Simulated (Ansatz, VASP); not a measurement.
## C: VASP beside Ansatz

Contents of INCAR:

```
ALGO = Normal ; EDIFF = 1E-6
ENCUT = 520 ; GGA = CA
ISIF = 2 ; ISMEAR = -1
LASPH = T ; LCHARG = F
LREAL = F ; LWAVE = F
NBANDS = 13 ; NELM = 100
PREC = Accurate ; SIGMA = 0.1
```

File KPOINTS:

```
k-points
0
Gamma
  7 7 27
```

POSCAR

```
C
1.0
    5.6182107074      0.0000000000      0.0000000000
   -2.8091053538      4.8655131964      0.0000000000
    0.0000000000      0.0000000000      1.2594328493
C
3
Direct
    0.0000000000      1.0000000000      0.0000000000
    0.3333333333      0.6666666667      0.5000000000
    0.6666666667      0.3333333333      0.5000000000
```

Input for Ansatz:

```yaml
crystal:
  lattice:
    - [5.6182107074, 0.0, 0.0]
    - [-2.8091053538, 4.8655131964, 0.0]
    - [0.0, 0.0, 1.2594328493]
  atoms:
    - { symbol: C, position: [0.0, 1.0, 0.0] }
    - { symbol: C, position: [0.3333333333, 0.6666666667, 0.5] }
    - { symbol: C, position: [0.6666666667, 0.3333333333, 0.5] }
hamiltonian:
  xc: lda
  pseudopotentials:
    kind: paw
    azcp:
      C: "pseudopotentials/C.paw.azcp"
basis:
  ecutwfc: 420
  fft_grid_basis: typed
kpoints:
  mp_grid: { grid: [7, 7, 27], shift: [0, 0, 0] }
magnetization:
  spin_polarized: false
scf:
  occupations: { method: fermi_dirac, width: 0.1 }
  lower_state_search: "off"
output:
  stress: true
  write_density: true
  write_potential: true
  elf: true
  volumetric_format: npy
```

Alike in both runs: task single point; functional LDA; k mesh 7 × 7 × 27; occupations fermi-dirac, width 0.1 eV; no spin polarisation.

|  | VASP | Ansatz |
| --- | --- | --- |
| version | VASP 6.6.1 | Ansatz 0.2.0 |
| potentials or method | VASP PAW LDA potentials, release 64 (C), cutoff 520 eV | plane waves (420 eV) with PAW, scalar-relativistic |
| valence electrons in the cell | 12 | 12 |

|  | VASP | Ansatz | Ansatz less VASP |
| --- | --- | --- | --- |
| pressure (GPa) | 8.5 | 8.6 | +0.14 |
| traceless stress, the component that is largest in VASP (GPa) | 15.01 | 15.05 | +0.039 |

Ansatz warns that its potentials were made for another functional, while VASP's fit it. LDA's correlation is that of Perdew and Zunger in VASP and of Perdew and Wang (1992) in Ansatz.
